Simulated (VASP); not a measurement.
A run of VASP 6.6.1:

Contents of INCAR:

```
PREC = Accurate
ENCUT = 600
EDIFF = 1E-7
ISMEAR = 0
SIGMA = 0.02
LREAL = False
LASPH = True
NELM = 120
ALGO = Normal
ISIF = 3
LWAVE = False
LCHARG = False
IBRION = 2
NSW = 100
EDIFFG = -0.005
GGA_COMPAT = False
NELMIN = 4
```

The input KPOINTS:

```
regular mesh
0
Gamma
  8 8 8
```

The input POSCAR:

```
SrTiO3
1.0
    3.8540230005      0.0000000000      0.0000000000
    0.0000000000      3.8540230005      0.0000000000
    0.0000000000      0.0000000000      3.8540230005
Sr Ti O
1 1 3
Direct
    0.0000000000      0.0000000000      0.0000000000
    0.5000000000      0.5000000000      0.5000000000
    0.5000000000      0.0000000000      0.5000000000
    0.5000000000      0.5000000000      0.0000000000
    0.0000000000      0.5000000000      0.5000000000
```

Potentials or basis: VASP PAW LDA potentials, release 64 (Sr_sv, Ti_sv, O).

The run is started by

```console
$ cat potpaw_LDA.64/Sr_sv/POTCAR potpaw_LDA.64/Ti_sv/POTCAR potpaw_LDA.64/O/POTCAR > POTCAR
$ mpirun -np 1 vasp_std > vasp.out
```

Hardware: 1 thread of AMD EPYC 7R13 Processor (Zen 3), with other jobs on the host.

Question: How long does it take, and how much memory?

Answer: Run time: 110 s on 1 thread of AMD EPYC 7R13 Processor (Zen 3), with other jobs on the host, peak memory 0.17 GiB. Counts: scf iterations 36, k points 35, ion steps 3.
